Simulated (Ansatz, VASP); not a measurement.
MgO in VASP and in Ansatz

POSCAR

```
MgO
1.0
    0.0272319342      2.3092375966      2.3092375966
    2.3092375966      0.0272319342      2.3092375966
    2.3092375966      2.3092375966      0.0272319342
Mg O
1 1
Direct
    0.0009799497      0.0009799497      0.0009799497
    0.2490200503      0.2490200503      0.2490200503
```

Contents of INCAR.step1:

```
  PREC = Accurate
  ENCUT = 520
  EDIFF = 1E-5
  ISMEAR = 0
  SIGMA = 0.01
  LREAL = F
  LASPH = T
  NELM = 80
  ALGO = Normal
  ISIF = 2
  LWAVE = T
  GGA = PE
  NBANDS = 11
```

The input INCAR.step2:

```
  PREC = Accurate
  ENCUT = 520
  EDIFF = 1E-6
  ISMEAR = 0
  SIGMA = 0.01
  LREAL = F
  LASPH = T
  NELM = 80
  ALGO = Normal
  ISIF = 2
  LWAVE = F
  LCHARG = T
  GGA = PE
  LHFCALC = T
  HFSCREEN = 0.2079
  PRECFOCK = Normal
  LELF = T
  LVHAR = T
  ISTART = 1
  NBANDS = 11
```

Contents of KPOINTS:

```
regular mesh
0
Gamma
  6 6 6
```

Input for Ansatz:

```yaml
crystal:
  lattice:
    - [0.0272319342, 2.3092375966, 2.3092375966]
    - [2.3092375966, 0.0272319342, 2.3092375966]
    - [2.3092375966, 2.3092375966, 0.0272319342]
  atoms:
    - { symbol: Mg, position: [0.0009799497, 0.0009799497, 0.0009799497] }
    - { symbol: O, position: [0.2490200503, 0.2490200503, 0.2490200503] }
kpoints:
  mp_grid: { grid: [6, 6, 6] }
  band_path:
    path:
      - [0.0, 0.0, 0.0]
      - [-0.5, -0.5, 0.0]
      - [-0.375, -0.375, 0.25]
      - [-0.375, 0.0, 0.375]
      - [0.0, 0.0, 0.5]
      - [-0.5, -0.25, 0.25]
    npoints: 1
hamiltonian:
  xc: hse06
scf:
  occupations: { method: fixed }
  n_extra_bands: 4
output:
  forces: true
  stress: true
  eigenvalues: true
```

Change from the starting cell: shear_111 strain +1.8%.

Alike in both runs: task single point; functional HSE06; k mesh 6 × 6 × 6; no spin polarisation.

|  | VASP | Ansatz |
| --- | --- | --- |
| version | VASP 6.6.1 | Ansatz 0.2.0 |
| potentials or method | VASP PAW PBE potentials, release 64 (Mg, O) | plane waves, PAW |
| plane-wave cutoff (eV) | 520 | 420 |
| occupations | gaussian, width 0.01 eV | fixed |
| valence electrons in the cell | 8 | 16 |

|  | VASP | Ansatz | Ansatz less VASP |
| --- | --- | --- | --- |
| gap on the k mesh at the Fermi level (eV) | 5.09 | 5.12 | +0.028 |
| pressure (GPa) | -2.3 | -2.2 | +0.12 |
| traceless stress, the component that is largest in VASP (GPa) | -1.08 | -1.06 | +0.014 |

VASP's potentials hold 8 valence electrons a cell and Ansatz's 16, so a difference there can come from the potentials and not from the codes. Ansatz's warnings: stress exchange threshold loose, stress scf threshold loose.
